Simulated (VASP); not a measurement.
A run of VASP 6.6.1 is set up as follows.

The input INCAR:

```
SYSTEM = Cu
PREC = Accurate ; ENCUT = 820
EDIFF = 1E-7 ; ISMEAR = -1
SIGMA = 0.1 ; LREAL = .False.
LASPH = .True. ; NELM = 120
ALGO = Normal ; ISIF = 8
LWAVE = .False. ; LCHARG = .False.
IBRION = 2 ; NSW = 60
EDIFFG = -0.01 ; GGA_COMPAT = .False.
NELMIN = 4
```

File KPOINTS:

```
Automatic mesh
0
Gamma
  12 12 12
  0 0 0
```

POSCAR

```
Cu
1.0
    0.0000000000      1.8075000000      1.8075000000
    1.8075000000      0.0000000000      1.8075000000
    1.8075000000      1.8075000000      0.0000000000
Cu
1
Direct
    0.0000000000      0.0000000000      0.0000000000
```

Potentials or basis: VASP PAW LDA potentials, release 64 (Cu_sv_GW).

Command:

```bash
$ cat potpaw_LDA.64/Cu_sv_GW/POTCAR > POTCAR
$ mpirun -np 1 vasp_std > vasp.out
```

Predict the band gap on the k mesh.

zero (an odd number of electrons rules out a gap without spin polarisation).

What does it give for the relaxed volume?

10.89 Å³/atom.

What does it give for the space group after relaxing (to 0.1 Å)?

Fm-3m (No. 225).

Final structure:
```
Cu
1.0
     0.00000    1.75943    1.75943
     1.75943    0.00000    1.75943
     1.75943    1.75943    0.00000
Cu
1
Direct
  0.00000 0.00000 0.00000
```

LDA usually gives volumes a few per cent too small. Zero-point motion and thermal expansion aren't in these numbers.
